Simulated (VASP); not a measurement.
# Mg (P6_3/mmc) in VASP: single point with PBE

Aim: the single point of Mg with PBE.

All numbers are computed with VASP 6.6.1; they aren't measurements. Logs are shortened: lines on timing, memory, paths and dates and some standing lists are left out, and cuts for length are marked.

### 1 The cell of the first run

The structure is hexagonal, space group P6_3/mmc (No. 194). The conventional cell has a = 3.544 Å, b = 3.544 Å, c = 11.186 Å, α = 90.00°, β = 90.00°, γ = 120.00°. Mg (site symmetry -3m) has 12 Mg at 3.47 to 3.54 Å within 4.6 Å. Within 4.6 Å of Mg (site symmetry -6m2) lie 12 Mg at 3.47 to 3.54 Å.

### 2 Single point, PBE (Ca replaced by Mg, lengths x 0.881, strained)

INCAR reads:

```
SYSTEM = Mg
ALGO = Fast ; EDIFF = 1E-6
ENCUT = 520 ; GGA = PE
ISIF = 2 ; ISMEAR = 0
LASPH = .True. ; LCHARG = .False.
LREAL = .False. ; LWAVE = .False.
NBANDS = 12 ; NELM = 100
PREC = Accurate ; SIGMA = 0.1
```

KPOINTS reads:

```
k-points
0
Gamma
  6 6 2
  0 0 0
```

POSCAR reads:

```
Mg
1.0
    3.5443186047      0.0000000000      0.0000000000
   -1.7721593023      3.0694699507      0.0000000000
    0.0000000000      0.0000000000     11.1856181647
Mg
4
Direct
    0.0000000000      0.0000000000      0.0000000000
    0.3333333300      0.6666666700      0.2500000000
    0.0000000000      0.0000000000      0.5000000000
    0.6666666700      0.3333333300      0.7500000000
```

Potentials or basis: VASP PAW PBE potentials, release 64 (Mg).

Started as:

```
> cat potpaw_PBE.64/Mg/POTCAR > POTCAR
> mpirun -np 1 vasp_std > vasp.out
```

OUTCAR:

```text
SYSTEM = Mg
   EDIFF = 1E-6
   ENCUT = 520
   GGA = PE
   ISIF = 2
   ISMEAR = 0
   LASPH = .True.
   LREAL = .False.
   NELM = 100
   PREC = Accurate

 ion  position               nearest neighbor table
   1  0.000  0.000  0.000-   2 3.47   4 3.47   2 3.47   4 3.47   4 3.47   2 3.47
   2  0.333  0.667  0.250-   1 3.47   3 3.47   1 3.47   3 3.47   1 3.47   3 3.47
   3  0.000  0.000  0.500-   2 3.47   4 3.47   2 3.47   4 3.47   4 3.47   2 3.47
   4  0.667  0.333  0.750-   1 3.47   3 3.47   1 3.47   3 3.47   1 3.47   3 3.47

  LATTYP: Found a hexagonal cell.
 ALAT       =     3.5443186047
 C/A-ratio  =     3.1559290832

  Lattice vectors:

 A1 = (   3.5443186047,   0.0000000000,   0.0000000000)
 A2 = (  -1.7721593023,   3.0694699507,   0.0000000000)
 A3 = (   0.0000000000,   0.0000000000,  11.1856181647)

Analysis of symmetry for initial positions (statically):
=====================================================================
 Subroutine PRICEL returns:
 Original cell was already a primitive cell.

 Routine SETGRP: Setting up the symmetry group for a
 hexagonal supercell.

 Subroutine GETGRP returns: Found 24 space group operations
 (whereof 12 operations were pure point group operations)
 out of a pool of 24 trial point group operations.

The static configuration has the point symmetry D_3d.
 The point group associated with its full space group is D_6h.

Analysis of symmetry for dynamics (positions and initial velocities):
=====================================================================
 Subroutine PRICEL returns:
 Original cell was already a primitive cell.

 Routine SETGRP: Setting up the symmetry group for a
 hexagonal supercell.

 Subroutine GETGRP returns: Found 24 space group operations
 (whereof 12 operations were pure point group operations)
 out of a pool of 24 trial point group operations.

The dynamic configuration has the point symmetry D_3d.
 The point group associated with its full space group is D_6h.

 Subroutine INISYM returns: Found 24 space group operations
 (whereof 12 operations are pure point group operations),
 and found     1 'primitive' translations

----------------------------------------------------------------------------------------

                                     Primitive cell

  volume of cell :     121.6903

  direct lattice vectors                    reciprocal lattice vectors
     3.544318605  0.000000000  0.000000000     0.282141678  0.162894574  0.000000000
    -1.772159302  3.069469951  0.000000000     0.000000000  0.325789148  0.000000000
[... 92 lines left out ...]
   EFERMI =   0.00;   METHOD = LEGACY
   ISMEAR =     0;   SIGMA  =   0.10  broadening in eV -4-tet -1-fermi 0-gaus
   EFERMI_NEDOS =   21; number of points for ismear=-14 and -15
   IALGO  =     68    algorithm
   IMIX   =      4    mixing-type and parameters
     AMIX     =   0.40;   BMIX     =  1.00
     AMIX_MAG =   1.60;   BMIX_MAG =  1.00
  volume/ion in A,a.u.               =      30.42       205.30
  Fermi-wavevector in a.u.,A,eV,Ry     =   0.660723  1.248585  5.939690  0.436555
  Thomas-Fermi vector in A             =   1.733260
   LORBIT       =      0    0 simple, 1 ext, 2 COOP (PROOUT), +10 PAW based schemes
   GGA     = PE    functional components
   LHFCALC =     F    Hartree Fock is set to
   AEXX    =    0.0000 exact exchange contribution
   IVDW    =     0    specifies the selected vdW correction
   LEPSILON=     F    determine dielectric tensor
   LRPA    =     F    only Hartree local field effects (RPA)
 non-spin polarized calculation
 RMM-DIIS sequential band-by-band and
 Gauss-broadening in eV      SIGMA  =   0.10
  energy-cutoff  :      520.00
  volume of cell :      121.69
 maximum number of plane-waves:      3317
 NGX is ok and might be reduce to    28
   NGX = 13   NGY = 13   NGZ = 41

 number of electron       8.0000000 magnetization

 Free energy of the ion-electron system (eV)
  ---------------------------------------------------
  ext. energy  EPLUGINS =         0.00000000
  ---------------------------------------------------
  free energy    TOTEN  =        -5.19763687 eV

  energy without entropy =       -5.18626870  energy(sigma->0) =       -5.19195278

 E-fermi :   1.2547     XC(G=0):  -7.6613

 val. band max:        1.1611072422   @ k =   0.3333   0.1667   0.0000
 cond. band min:       1.4384101837   @ k =   0.1667   0.1667   0.0000
 fundamental gap:      0.2773029414
 Fermi energy:         1.2547257364

 k-point     1 :       0.0000    0.0000    0.0000
  band No.  band energies     occupation
      1      -4.4848      2.00000
      2      -3.2922      2.00000
      3      -3.2792      2.00000
      4       0.2021      2.00000
      5       0.2928      2.00000
      6       5.9258      0.00000
      7       5.9346      0.00000
      8      10.0908      0.00000
      9      10.0908      0.00000
     10      10.2942      0.00000
     11      10.2942      0.00000
     12      11.1801      0.00000
[... 181 lines left out ...]
 k-point    14 :       0.3333    0.3333    0.5000
  band No.  band energies     occupation
      1       0.9039      2.00000
      2       0.9039      2.00000
      3       1.0039      1.99961
      4       1.0039      1.99961
      5       1.1531      1.84931
      6       1.1531      1.84931
      7       3.0978      0.00000
      8       3.0978      0.00000
      9       3.2731      0.00000
     10       3.2731      0.00000
     11       3.7344      0.00000
     12       3.7344      0.00000

------------------------ aborting loop because EDIFF is reached ----------------------------------------

  FORCE on cell =-STRESS in cart. coord.  units (eV):
  Direction    XX          YY          ZZ          XY          YZ          ZX
  --------------------------------------------------------------------------------------
  -------------------------------------------------------------------------------------
  Total       -4.2647944     -4.2647944     -4.2902100     -0.0000000      0.0000000     -0.0000000
  in kB      -56.1503613    -56.1503613    -56.4849824     -0.0000000      0.0000000     -0.0000000
  external PRESSURE =     -56.2619017 kB  Pullay stress =       0.0000000 kB

 VOLUME and BASIS-vectors are now :
 -----------------------------------------------------------------------------
  energy-cutoff  :      520.00
  volume of cell :      121.69
      direct lattice vectors                 reciprocal lattice vectors
     3.544318605  0.000000000  0.000000000     0.282141678  0.162894574  0.000000000
    -1.772159302  3.069469951  0.000000000     0.000000000  0.325789148  0.000000000
     0.000000000  0.000000000 11.185618165     0.000000000  0.000000000  0.089400513

 POSITION                                       TOTAL-FORCE (eV/Angst)
 -----------------------------------------------------------------------------------
      0.00000      0.00000      0.00000         0.000000      0.000000     -0.000000
     -0.00000      2.04631      2.79640        -0.000000      0.000000      0.000000
      0.00000      0.00000      5.59281         0.000000      0.000000     -0.000000
      1.77216      1.02316      8.38921         0.000000     -0.000000      0.000000
 -----------------------------------------------------------------------------------
    total drift:                               -0.000000      0.000000      0.000000

  FREE ENERGIE OF THE ION-ELECTRON SYSTEM (eV)
  ---------------------------------------------------
  free  energy   TOTEN  =        -5.1976368701 eV

  energy  without entropy=       -5.1862686962  energy(sigma->0) =       -5.19195278
```

OSZICAR:

```text
N       E                     dE             d eps       ncg     rms          rms(c)
DAV:   1     0.315748225734E+01    0.31575E+01   -0.22358E+03   336   0.444E+02
DAV:   2    -0.494777043867E+01   -0.81053E+01   -0.76258E+01   428   0.503E+01
DAV:   3    -0.522252135772E+01   -0.27475E+00   -0.27144E+00   436   0.684E+00
DAV:   4    -0.522459249284E+01   -0.20711E-02   -0.20704E-02   444   0.623E-01
DAV:   5    -0.522460901409E+01   -0.16521E-04   -0.16521E-04   428   0.659E-02    0.141E+00
RMM:   6    -0.521447338544E+01    0.10136E-01   -0.33028E-03   342   0.434E-01    0.913E-01
RMM:   7    -0.519762019507E+01    0.16853E-01   -0.13087E-02   357   0.833E-01    0.532E-02
RMM:   8    -0.519764354094E+01   -0.23346E-04   -0.42156E-04   387   0.145E-01    0.176E-02
RMM:   9    -0.519763739649E+01    0.61445E-05   -0.53295E-05   406   0.500E-02    0.258E-03
RMM:  10    -0.519763687011E+01    0.52638E-06   -0.73224E-06   414   0.159E-02
   1 F= -.51976369E+01 E0= -.51919528E+01  d E =-.113682E-01
```

stdout:

```text
POSCAR found type information on POSCAR Mg
 POSCAR found :  1 types and       4 ions
 scaLAPACK will be used
 LDA part: xc-table for (Slater+PW92), standard interpolation
 POSCAR, INCAR and KPOINTS ok, starting setup
 FFT: planning ... GRIDC
 FFT: planning ... GRID_SOFT
 FFT: planning ... GRID
 WAVECAR not read
 entering main loop
```

It took 34 s on 1 thread of AMD EPYC 7R43 (Zen 3), shared host; peak memory 0.19 GiB.

Results:

```
Free energy            : -5.1976 eV
Pressure               : -5.6 GPa
Band gap on the k mesh : zero (bands 4 and 5 overlap by 1.55 eV)
```

Levels at points of the mesh, in eV from the Fermi level:
```
           k point  band 1  band 2  band 3  band 4  band 5  band 6  band 7  band 8
(0.00, 0.00, 0.00)   -5.74   -4.55   -4.53   -1.05   -0.96    4.67    4.68    8.84
(0.50, 0.00, 0.00)   -1.87   -1.74   -0.80   -0.68   -0.59   -0.47    2.55    2.85
(0.00, 0.00, 0.50)   -5.44   -5.44   -3.06   -3.06    1.58    1.58    8.17    8.17
(0.50, 0.00, 0.50)   -1.60   -1.60   -1.43   -1.43    0.64    0.64    1.00    1.00
```

Caveat: the cell differs from its parent crystal (Ca replaced by Mg, lengths x 0.881, strained); the cell stands under tension.

The gap in the log of VASP goes by the Fermi energy; the results here count the filled bands.